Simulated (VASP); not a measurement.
A run of VASP 6.6.1:

File INCAR:

```
ALGO = Normal
EDIFF = 1E-6
EDIFFG = -0.04
ENCUT = 600
GGA = PE
IBRION = 2
ISIF = 3
ISMEAR = 0
LASPH = T
LCHARG = F
LREAL = F
LWAVE = F
NELM = 80
NSW = 90
PREC = Accurate
SIGMA = 0.1
```

KPOINTS

```
k-points
0
Gamma
  4 4 4
```

File POSCAR:

```
ZrTa2
1.0
    0.0000000000      3.6848749501      3.6848749501
    3.6848749501      0.0000000000      3.6848749501
    3.6848749501      3.6848749501      0.0000000000
Zr Ta
2 4
Direct
    0.0000000000      0.0000000000      0.0000000000
    0.2500000000      0.2500000000      0.2500000000
    0.6250000000      0.6250000000      0.6250000000
    0.1250000000      0.6250000000      0.6250000000
    0.6250000000      0.6250000000      0.1250000000
    0.6250000000      0.1250000000      0.6250000000
```

Potentials or basis: VASP PAW PBE potentials, release 64 (Zr_sv, Ta_pv).

Launch:

```console
$ cat potpaw_PBE.64/Zr_sv/POTCAR potpaw_PBE.64/Ta_pv/POTCAR > POTCAR
$ mpirun -np 1 vasp_std > vasp.out
```

Hardware: 1 thread of Intel(R) Xeon(R) Platinum 8259CL CPU @ 2.50GHz (Skylake/Cascade Lake), with other jobs on the host.

Q: Estimate the wall time of this run.

A: Wall time 3.8 min on 1 thread of Intel(R) Xeon(R) Platinum 8259CL CPU @ 2.50GHz (Skylake/Cascade Lake), with other jobs on the host, peak memory 0.28 GiB. Counts: scf iterations 62, k points 8, ion steps 5.
